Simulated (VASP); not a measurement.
# SiNi (Pmmn) in VASP: notebook

SiNi is run at these levels: PBE; tasks: single point.

Program: VASP 6.6.1. These are calculated values, not measurements. Logs are shortened: lines on timing, memory, paths and dates and some standing lists are left out, and cuts for length are marked.

## 1. The cell of the first run

It takes space group Pmmn (No. 59, orthorhombic). The conventional cell has a = 3.291 Å, b = 3.510 Å, c = 4.058 Å, α = 90.00°, β = 90.00°, γ = 90.00°. Si (site symmetry mm2) has 6 Ni at 2.03 to 2.52 Å within 2.7 Å. Within 2.7 Å of Ni (site symmetry mm2) lie 6 Si at 2.03 to 2.52 Å.

## 2. Single point, PBE

Input file INCAR:

```
PREC = Accurate
ENCUT = 520
EDIFF = 1E-6
ISMEAR = 0
SIGMA = 0.15
LREAL = F
LASPH = T
NELM = 80
ALGO = Normal
ISIF = 2
LWAVE = F
LCHARG = F
GGA = PE
NBANDS = 22
```

Input file KPOINTS:

```
Automatic mesh
0
Gamma
  18 16 12
```

Input file POSCAR:

```
SiNi
1.0
    3.2912044499      0.0000000000      0.0000000000
    0.0000000000      3.5099131402      0.0000000000
    0.0000000000      0.0000000000      4.0584292329
Si Ni
2 2
Direct
    0.5000000000      0.5000000000      0.8431827238
    0.0000000000      0.0000000000      0.1568172762
    0.5000000000      0.5000000000      0.3423059774
    0.0000000000      0.0000000000      0.6576940226
```

Potentials or basis: VASP PAW PBE potentials, release 64 (Si, Ni).

Run with:

```sh
> cat potpaw_PBE.64/Si/POTCAR potpaw_PBE.64/Ni/POTCAR > POTCAR
> mpirun -np 1 vasp_std > vasp.out
```

OUTCAR:

```text
PREC = Accurate
   ENCUT = 520
   EDIFF = 1E-6
   ISMEAR = 0
   LREAL = F
   LASPH = T
   NELM = 80
   ISIF = 2
   GGA = PE

 ion  position               nearest neighbor table
   1  0.500  0.500  0.843-   3 2.03   3 2.03   4 2.52   4 2.52   4 2.52   4 2.52   2 2.72   2 2.72
                             2 2.72   2 2.72
   2  0.000  0.000  0.157-   4 2.03   4 2.03   3 2.52   3 2.52   3 2.52   3 2.52   1 2.72   1 2.72
                             1 2.72   1 2.72
   3  0.500  0.500  0.342-   1 2.03   1 2.03   2 2.52   2 2.52   2 2.52   2 2.52   4 2.73   4 2.73
                             4 2.73   4 2.73
   4  0.000  0.000  0.658-   2 2.03   2 2.03   1 2.52   1 2.52   1 2.52   1 2.52   3 2.73   3 2.73
                             3 2.73   3 2.73

  LATTYP: Found a simple orthorhombic cell.
 ALAT       =     3.2912044499
 B/A-ratio  =     1.0664524777
 C/A-ratio  =     1.2331136806

  Lattice vectors:

 A1 = (   3.2912044499,   0.0000000000,   0.0000000000)
 A2 = (   0.0000000000,   3.5099131402,   0.0000000000)
 A3 = (   0.0000000000,   0.0000000000,   4.0584292329)

Analysis of symmetry for initial positions (statically):
=====================================================================
 Subroutine PRICEL returns:
 Original cell was already a primitive cell.

 Routine SETGRP: Setting up the symmetry group for a
 simple orthorhombic supercell.

 Subroutine GETGRP returns: Found  8 space group operations
 (whereof  4 operations were pure point group operations)
 out of a pool of  8 trial point group operations.

The static configuration has the point symmetry C_2v.
 The point group associated with its full space group is D_2h.

Analysis of symmetry for dynamics (positions and initial velocities):
=====================================================================
 Subroutine PRICEL returns:
 Original cell was already a primitive cell.

 Routine SETGRP: Setting up the symmetry group for a
 simple orthorhombic supercell.

 Subroutine GETGRP returns: Found  8 space group operations
 (whereof  4 operations were pure point group operations)
 out of a pool of  8 trial point group operations.

The dynamic configuration has the point symmetry C_2v.
 The point group associated with its full space group is D_2h.

 Subroutine INISYM returns: Found  8 space group operations
 (whereof  4 operations are pure point group operations),
 and found     1 'primitive' translations

----------------------------------------------------------------------------------------

                                     Primitive cell

  volume of cell :      46.8823

  direct lattice vectors                    reciprocal lattice vectors
     3.291204450  0.000000000  0.000000000     0.303840134  0.000000000  0.000000000
     0.000000000  3.509913140  0.000000000     0.000000000  0.284907335  0.000000000
     0.000000000  0.000000000  4.058429233     0.000000000  0.000000000  0.246400748

  length of vectors
     3.291204450  3.509913140  4.058429233     0.303840134  0.284907335  0.246400748

  position of ions in fractional coordinates (direct lattice)
     0.500000000  0.500000000  0.843182724
     0.000000000  0.000000000  0.156817276
     0.500000000  0.500000000  0.342305977
     0.000000000  0.000000000  0.657694023

  ion indices of the primitive-cell ions
   primitive index   ion index
                 1           1
                 2           2
                 3           3
                 4           4

----------------------------------------------------------------------------------------

 KPOINTS: Automatic mesh

Automatic generation of k-mesh.
 Grid dimensions read from file:
 generate k-points for:   18   16   12

 Generating k-lattice:

  Cartesian coordinates                     Fractional coordinates (reciprocal lattice)
     0.016880007  0.000000000  0.000000000     0.055555556  0.000000000  0.000000000
     0.000000000  0.017806708  0.000000000     0.000000000  0.062500000  0.000000000
     0.000000000  0.000000000  0.020533396     0.000000000  0.000000000  0.083333333

  Length of vectors
     0.016880007  0.017806708  0.020533396

  Shift w.r.t. Gamma in fractional coordinates (k-lattice)
     0.000000000  0.000000000  0.000000000

 Subroutine IBZKPT returns following result:
 ===========================================

 Found    630 irreducible k-points:

 Following reciprocal coordinates:
            Coordinates               Weight
  0.000000  0.000000  0.000000      1.000000
  0.055556  0.000000  0.000000      2.000000
  0.111111  0.000000  0.000000      2.000000
  0.166667  0.000000  0.000000      2.000000
  0.222222  0.000000  0.000000      2.000000
  0.277778  0.000000  0.000000      2.000000
[... 16 lines left out ...]
  0.111111  0.125000  0.000000      4.000000
  0.166667  0.125000  0.000000      4.000000
 [... further k-points ...]
   k-points           NKPTS =    630   k-points in BZ     NKDIM =    630   number of bands    NBANDS=     22
   number of dos      NEDOS =    301   number of ions     NIONS =      4
   total plane-waves  NPLWV =  20160
   dimension x,y,z NGX =    24 NGY =   28 NGZ =   30
   dimension x,y,z NGXF=    48 NGYF=   56 NGZF=   60
   ions per type =               2   2
   NGX,Y,Z   is equivalent  to a cutoff of  12.12, 13.26, 12.29 a.u.
   NGXF,Y,Z  is equivalent  to a cutoff of  24.25, 26.52, 24.58 a.u.
 SYSTEM =  unknown system
   PREC   = accura    normal or accurate (medium, high low for compatibility)
   ISTART =      0    job   : 0-new  1-cont  2-samecut
   ICHARG =      2    charge: 1-file 2-atom 10-const
   ISPIN  =      1    spin polarized calculation?
   LNONCOLLINEAR =      F non collinear calculations
   LSORBIT =      F    spin-orbit coupling
   LASPH  =      T    aspherical Exc in radial PAW
   ENCUT  =  520.0 eV  38.22 Ry    6.18 a.u.   6.12  6.53  7.55*2*pi/ulx,y,z
   NELM   =     80;   NELMIN=  2; NELMDL= -5     # of ELM steps
   EDIFF  = 0.1E-05   stopping-criterion for ELM
   LREAL  =      F    real-space projection
   EDIFFG = 0.1E-04   stopping-criterion for IOM
   NSW    =      0    number of steps for IOM
   IBRION =     -1    ionic relax: 0-MD 1-quasi-New 2-CG
   NFREE  =      0    steps in history (QN), initial steepest desc. (CG)
   ISIF   =      2    stress and relaxation
   ISYM   =      2    0-nonsym 1-usesym 2-fastsym
   POTIM  = 0.5000    time-step for ionic-motion
   TEBEG  =    0.0;   TEEND  =   0.0 temperature during run
   PSTRESS=    0.0 pullay stress
   NELECT =      28.0000    total number of electrons
   NUPDOWN=      -1.0000    fix difference up-down
   EMIN   =  10.00;   EMAX   =-10.00  energy-range for DOS
   EFERMI =   0.00;   METHOD = LEGACY
   ISMEAR =     0;   SIGMA  =   0.15  broadening in eV -4-tet -1-fermi 0-gaus
   EFERMI_NEDOS =   21; number of points for ismear=-14 and -15
   IALGO  =     38    algorithm
   IMIX   =      4    mixing-type and parameters
     AMIX     =   0.40;   BMIX     =  1.00
     AMIX_MAG =   1.60;   BMIX_MAG =  1.00
  volume/ion in A,a.u.               =      11.72        79.09
  Fermi-wavevector in a.u.,A,eV,Ry     =   1.378662  2.605293 25.860711  1.900709
  Thomas-Fermi vector in A             =   2.503703
   LORBIT       =      0    0 simple, 1 ext, 2 COOP (PROOUT), +10 PAW based schemes
   GGA     = PE    functional components
   LHFCALC =     F    Hartree Fock is set to
   AEXX    =    0.0000 exact exchange contribution
   IVDW    =     0    specifies the selected vdW correction
   LEPSILON=     F    determine dielectric tensor
   LRPA    =     F    only Hartree local field effects (RPA)
 non-spin polarized calculation
 Gauss-broadening in eV      SIGMA  =   0.15
  energy-cutoff  :      520.00
  volume of cell :       46.88
 maximum number of plane-waves:      1284
   NGX = 13   NGY = 13   NGZ = 15

 number of electron      28.0000004 magnetization

 Free energy of the ion-electron system (eV)
  ---------------------------------------------------
  ext. energy  EPLUGINS =         0.00000000
  ---------------------------------------------------
  free energy    TOTEN  =       -21.75994957 eV

  energy without entropy =      -21.74745995  energy(sigma->0) =      -21.75370476

 E-fermi :  10.8723     XC(G=0): -12.3422

 val. band max:       10.8699904103   @ k =   0.3333   0.3750   0.5000
 cond. band min:      10.8730724215   @ k =   0.2222   0.2500   0.0833
 fundamental gap:      0.0030820113
 Fermi energy:        10.8723432289

 k-point     1 :       0.0000    0.0000    0.0000
  band No.  band energies     occupation
      1      -2.4815      2.00000
      2       3.6377      2.00000
      3       6.0473      2.00000
      4       6.8717      2.00000
      5       7.1145      2.00000
      6       7.4738      2.00000
[... 14 lines left out ...]
     21      20.1220      0.00000
     22      21.1677      0.00000

 k-point     2 :       0.0556    0.0000    0.0000
  band No.  band energies     occupation
      1      -2.4408      2.00000
      2       3.6401      2.00000
      3       6.0631      2.00000
      4       6.8306      2.00000
      5       7.1294      2.00000
      6       7.4691      2.00000
[... 14 lines left out ...]
     21      20.1586      0.00000
     22      21.1750      0.00000

 k-point     3 :       0.1111    0.0000    0.0000
  band No.  band energies     occupation
      1      -2.3189      2.00000
      2       3.6379      2.00000
      3       6.1077      2.00000
      4       6.6810      2.00000
      5       7.1728      2.00000
      6       7.4565      2.00000
[... 14 lines left out ...]
     21      20.2687      0.00000
     22      20.7689      0.00000
[... 476 lines left out ...]
 k-point    23 :       0.1111    0.1250    0.0000
  band No.  band energies     occupation
      1      -2.1396      2.00000
      2       3.5323      2.00000
      3       6.1704      2.00000
      4       6.3805      2.00000
      5       7.2143      2.00000
      6       7.5184      2.00000
[... 14 lines left out ...]
     21      19.3030      0.00000
     22      19.6941      0.00000

 k-point    24 :       0.1667    0.1250    0.0000
  band No.  band energies     occupation
      1      -1.9391      2.00000
      2       3.5134      2.00000
      3       6.2170      2.00000
      4       6.2352      2.00000
      5       7.1929      2.00000
      6       7.4135      2.00000
[... 14 lines left out ...]
     21      18.5019      0.00000
     22      19.2045      0.00000

 [... further k-points ...]
[... 5 lines left out ...]
  --------------------------------------------------------------------------------------
  -------------------------------------------------------------------------------------
  Total       -2.1876474     -3.3817084     27.2538726      0.0000000      0.0000000      0.0000000
  in kB      -74.7616198   -115.5679811    931.3857631      0.0000000      0.0000000      0.0000000
  external PRESSURE =     247.0187207 kB  Pullay stress =       0.0000000 kB

 VOLUME and BASIS-vectors are now :
 -----------------------------------------------------------------------------
  energy-cutoff  :      520.00
  volume of cell :       46.88
      direct lattice vectors                 reciprocal lattice vectors
     3.291204450  0.000000000  0.000000000     0.303840134  0.000000000  0.000000000
     0.000000000  3.509913140  0.000000000     0.000000000  0.284907335  0.000000000
     0.000000000  0.000000000  4.058429233     0.000000000  0.000000000  0.246400748

 POSITION                                       TOTAL-FORCE (eV/Angst)
 -----------------------------------------------------------------------------------
      1.64560      1.75496      3.42200         0.000000      0.000000     -0.058544
      0.00000      0.00000      0.63643         0.000000      0.000000      0.058544
      1.64560      1.75496      1.38922         0.000000      0.000000      1.031282
      0.00000      0.00000      2.66920         0.000000      0.000000     -1.031282
 -----------------------------------------------------------------------------------
    total drift:                                0.000000      0.000000      0.000000

  FREE ENERGIE OF THE ION-ELECTRON SYSTEM (eV)
  ---------------------------------------------------
  free  energy   TOTEN  =       -21.7599495701 eV

  energy  without entropy=      -21.7474599454  energy(sigma->0) =      -21.75370476
```

It took 3.1 min on 1 thread of Intel Xeon 6975P-C (Granite Rapids), shared host; peak memory 0.61 GiB.

Results:

```yaml
Free_energy: -21.7599 eV
Pressure: 24.7 GPa
Largest_force: 1.031 eV/Å
Band_gap_on_the_k_mesh: zero (band 14 reaches 12.33 eV, above the bottom of band 15 at 9.75 eV)
```

Forces in eV/Å, atoms in the order of the input:
```
Si   0.000  0.000 -0.059
Si   0.000  0.000  0.059
Ni   0.000  0.000  1.031
Ni   0.000  0.000 -1.031
```

Caveat: forces of over 1 eV/Å act on the atoms, so gaps and moduli don't describe the material at rest.

## 3. Single point, PBE

This run uses another cell than the first one, of the same volume but with other edges.

Input file INCAR:

```
SYSTEM = SiNi
PREC = Accurate
ENCUT = 520
EDIFF = 1E-6
ISMEAR = 0
SIGMA = 0.15
LREAL = .False.
LASPH = .True.
NELM = 100
ALGO = Normal
ISIF = 2
LWAVE = .False.
LCHARG = .False.
GGA = PE
NBANDS = 22
```

Input file KPOINTS:

```
Automatic mesh
0
Gamma
  18 16 12
  0 0 0
```

Input file POSCAR:

```
SiNi
1.0
    2.7994351184      0.0000000000      0.0000000000
    0.0000000000      2.9854645181      0.0000000000
    0.0000000000      0.0000000000      5.6095353315
Si Ni
2 2
Direct
    0.5000000000      0.5000000000      0.8431827238
    0.0000000000      0.0000000000      0.1568172762
    0.5000000000      0.5000000000      0.3423059774
    0.0000000000      0.0000000000      0.6576940226
```

Potentials or basis: VASP PAW PBE potentials, release 64 (Si, Ni).

Run with:

```sh
> cat potpaw_PBE.64/Si/POTCAR potpaw_PBE.64/Ni/POTCAR > POTCAR
> mpirun -np 1 vasp_std > vasp.out
```

OUTCAR:

```text
SYSTEM = SiNi
   PREC = Accurate
   ENCUT = 520
   EDIFF = 1E-6
   ISMEAR = 0
   LREAL = .False.
   LASPH = .True.
   NELM = 100
   ISIF = 2
   GGA = PE

 ion  position               nearest neighbor table
   1  0.500  0.500  0.843-   4 2.30   4 2.30   4 2.30   4 2.30   2 2.70   2 2.70   2 2.70   2 2.70
                             3 2.80   3 2.81
   2  0.000  0.000  0.157-   3 2.30   3 2.30   3 2.30   3 2.30   1 2.70   1 2.70   1 2.70   1 2.70
                             4 2.80   4 2.81
   3  0.500  0.500  0.342-   2 2.30   2 2.30   2 2.30   2 2.30   4 2.71   4 2.71   4 2.71   4 2.71
                             1 2.80   1 2.81
   4  0.000  0.000  0.658-   1 2.30   1 2.30   1 2.30   1 2.30   3 2.71   3 2.71   3 2.71   3 2.71
                             2 2.80   2 2.81
[... 807 lines left out ...]
  -------------------------------------------------------------------------------------
  Total        3.5976984      3.6563736     -4.3284478      0.0000000      0.0000000      0.0000000
  in kB      122.9493193    124.9545125   -147.9222698      0.0000000      0.0000000      0.0000000
  external PRESSURE =      33.3271873 kB  Pullay stress =       0.0000000 kB

 VOLUME and BASIS-vectors are now :
 -----------------------------------------------------------------------------
  energy-cutoff  :      520.00
  volume of cell :       46.88
      direct lattice vectors                 reciprocal lattice vectors
     2.799435118  0.000000000  0.000000000     0.357214923  0.000000000  0.000000000
     0.000000000  2.985464518  0.000000000     0.000000000  0.334956250  0.000000000
     0.000000000  0.000000000  5.609535332     0.000000000  0.000000000  0.178267885

 POSITION                                       TOTAL-FORCE (eV/Angst)
 -----------------------------------------------------------------------------------
      1.39972      1.49273      4.72986         0.000000      0.000000      0.102020
      0.00000      0.00000      0.87967         0.000000      0.000000     -0.102020
      1.39972      1.49273      1.92018         0.000000      0.000000     -0.071711
      0.00000      0.00000      3.68936         0.000000      0.000000      0.071711
 -----------------------------------------------------------------------------------
    total drift:                                0.000000      0.000000      0.000000

  FREE ENERGIE OF THE ION-ELECTRON SYSTEM (eV)
  ---------------------------------------------------
  free  energy   TOTEN  =       -22.7184268584 eV

  energy  without entropy=      -22.7032858321  energy(sigma->0) =      -22.71085635
```

OSZICAR:

```text
N       E                     dE             d eps       ncg     rms          rms(c)
DAV:   1     0.143302065588E+03    0.14330E+03   -0.12404E+04 27728   0.150E+03
DAV:   2    -0.175321244496E+02   -0.16083E+03   -0.15206E+03 27954   0.285E+02
DAV:   3    -0.254361076973E+02   -0.79040E+01   -0.76827E+01 33706   0.749E+01
DAV:   4    -0.256126493028E+02   -0.17654E+00   -0.17629E+00 31622   0.101E+01
DAV:   5    -0.256181249507E+02   -0.54756E-02   -0.54751E-02 34290   0.190E+00    0.183E+01
DAV:   6    -0.297436262483E+02   -0.41255E+01   -0.45267E+01 32730   0.128E+02    0.236E+01
DAV:   7    -0.227547250627E+02    0.69889E+01   -0.17714E+01 32496   0.838E+01    0.379E+00
DAV:   8    -0.227628511581E+02   -0.81261E-02   -0.16564E+00 41952   0.134E+01    0.240E+00
DAV:   9    -0.227186988862E+02    0.44152E-01   -0.17879E-01 38450   0.613E+00    0.416E-01
DAV:  10    -0.227189013481E+02   -0.20246E-03   -0.48913E-03 31972   0.632E-01    0.289E-01
DAV:  11    -0.227184278422E+02    0.47351E-03   -0.61304E-04 43550   0.388E-01    0.408E-02
DAV:  12    -0.227184359426E+02   -0.81004E-05   -0.71550E-05 31710   0.586E-02    0.317E-02
DAV:  13    -0.227184269824E+02    0.89602E-05   -0.99545E-06 39204   0.476E-02    0.459E-03
DAV:  14    -0.227184268584E+02    0.12400E-06   -0.14325E-06 18796   0.754E-03
   1 F= -.22718427E+02 E0= -.22710856E+02  d E =-.151410E-01
```

stdout:

```text
POSCAR found type information on POSCAR SiNi
 POSCAR found :  2 types and       4 ions
 scaLAPACK will be used
 LDA part: xc-table for (Slater+PW92), standard interpolation
 POSCAR, INCAR and KPOINTS ok, starting setup
 FFT: planning ... GRIDC
 FFT: planning ... GRID_SOFT
 FFT: planning ... GRID
 WAVECAR not read
 entering main loop
```

It took 3.4 min on 1 thread of Intel Xeon 6975P-C (Granite Rapids), shared host; peak memory 0.61 GiB.

Results:

* Free energy: -22.7184 eV
* Pressure: 3.3 GPa
* Largest force: 0.102 eV/Å
* Band gap on the k mesh: zero (band 14 reaches 12.85 eV, above the bottom of band 15 at 10.72 eV)

Forces on the atoms (eV/Å):
```
Si   0.000  0.000  0.102
Si   0.000  0.000 -0.102
Ni   0.000  0.000 -0.072
Ni   0.000  0.000  0.072
```

Stress tensor (GPa, compression positive):
```
 12.29   0.00   0.00
  0.00  12.50   0.00
  0.00   0.00 -14.79
```

 Spin polarisation is off, so any magnetic state and its effect on volume and gap are missing.
